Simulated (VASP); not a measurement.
Input of a VASP 6.6.1 run:

The input INCAR:

```
PREC = Accurate
ENCUT = 520
EDIFF = 1E-6
ISMEAR = 0
SIGMA = 0.1
LREAL = F
LASPH = T
NELM = 100
ALGO = Normal
ISIF = 2
LWAVE = F
LCHARG = T
GGA = PE
LELF = T
LVHAR = T
NBANDS = 29
```

Contents of KPOINTS:

```
Automatic mesh
0
Gamma
  6 6 6
```

File POSCAR:

```
K4Te
1.0
    7.0956649093      0.0000000000      0.0000000000
    0.0000000000      7.0956649093      0.0000000000
    0.0000000000      0.0000000000      7.0956649093
K Te
4 1
Direct
    0.2674557168      0.7325442832      0.7325442832
    0.7325442832      0.2674557168      0.7325442832
    0.7325442832      0.7325442832      0.2674557168
    0.2674557168      0.2674557168      0.2674557168
    0.0000000000      0.0000000000      0.0000000000
```

Potentials or basis: VASP PAW PBE potentials, release 64 (K_sv, Te).

The run is started by

```console
$ cat potpaw_PBE.64/K_sv/POTCAR potpaw_PBE.64/Te/POTCAR > POTCAR
$ mpirun -np 1 vasp_std > vasp.out
```

**Question.** What does it give for the band gap on the k mesh?

**Answer.** Zero (band 21 reaches 0.39 eV, above the bottom of band 22 at -0.06 eV).

**Question.** Estimate the largest force.

**Answer.** 0.009 eV/Å.

**Question.** Predict the pressure.

**Answer.** 0.0 GPa.

Forces in eV/Å, atoms in the order of the input:
```
K    0.005 -0.005 -0.005
K   -0.005  0.005 -0.005
K   -0.005 -0.005  0.005
K    0.005  0.005  0.005
Te   0.000  0.000  0.000
```

Caveat: spin-orbit coupling is left out, which moves the levels of the heavy elements.
